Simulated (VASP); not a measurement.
C, 1 atom in the cell. Symmetry: Pm-3m, No. 221, cubic system. Conventional cell: a = 1.773 Å, b = 1.773 Å, c = 1.773 Å, α = 90.00°, β = 90.00°, γ = 90.00°. C (site symmetry m-3m) has 6 C at 1.77 Å within 2.4 Å. 

- Program: VASP 6.6.1
- Task: single point
- Functional: PBE
- Potentials or basis: VASP PAW PBE potentials, release 64 (C)
- Cutoff: 520 eV
- k mesh: 20 × 20 × 20
- Occupations: fermi-dirac, width 0.08 eV
- Spin: no spin polarisation
- Dipole correction: no
- Further INCAR settings: ALGO = Normal; EDIFF = 1e-06; NBANDS = 8

Potentials or basis: VASP PAW PBE potentials, release 64 (C).

Launch:

```sh
$ cat potpaw_PBE.64/C/POTCAR > POTCAR
$ mpirun -np 1 vasp_std > vasp.out
```

Hardware: 1 thread of Intel Xeon 8259CL, with other jobs on the host.

Question: How long does it take, and how much memory?

Answer: It took 5 s on 1 thread of Intel Xeon 8259CL, on a shared host, peak memory 0.11 GiB. Counts: scf iterations 10, k points 286.
